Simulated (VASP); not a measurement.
A run of VASP 6.6.1 is set up as follows.

Contents of INCAR:

```
SYSTEM = La2O3
PREC = Accurate
ENCUT = 520
EDIFF = 1E-7
ISMEAR = -1
SIGMA = 0.05
LREAL = .False.
LASPH = .True.
NELM = 60
ALGO = Normal
ISIF = 2
LWAVE = .False.
LCHARG = .False.
GGA = PE
NBANDS = 28
```

File KPOINTS:

```
Automatic mesh
0
Gamma
  5 5 8
  0 0 0
```

File POSCAR:

```
La2O3
1.0
    6.2667802772      0.0000000000      0.0000000000
   -3.1333901386      5.4271909200      0.0000000000
    0.0000000000      0.0000000000      3.2997660000
La O
2 3
Direct
    0.6689660000      0.3289810000      0.4937610000
    0.3395110000      0.6683350000      0.4909740000
    0.5019020000      0.0035070000      0.0072330000
   -0.0049200000      0.5180640000     -0.0061760000
    0.4954710000      0.4882770000      0.0120300000
```

Potentials or basis: VASP PAW PBE potentials, release 64 (La, O).

Command:

```bash
$ cat potpaw_PBE.64/La/POTCAR potpaw_PBE.64/O/POTCAR > POTCAR
$ mpirun -np 1 vasp_std > vasp.out
```

What does it give for the largest force?

0.711 eV/Å.

Estimate the band gap on the k mesh.

1.58 eV (least direct gap 2.09 eV).

Predict the pressure.

2.0 GPa.

Forces in eV/Å, atoms in the order of the input:
```
La  -0.199  0.495  0.144
La  -0.363 -0.208  0.102
O    0.323 -0.472 -0.129
O    0.699 -0.128  0.029
O   -0.460  0.314 -0.147
```

Caveat: the cell differs from its parent crystal (atoms moved at random); spin-orbit coupling is left out, which moves the levels of the heavy elements; an odd mesh through Γ misses points on the zone boundary, where band edges can lie.
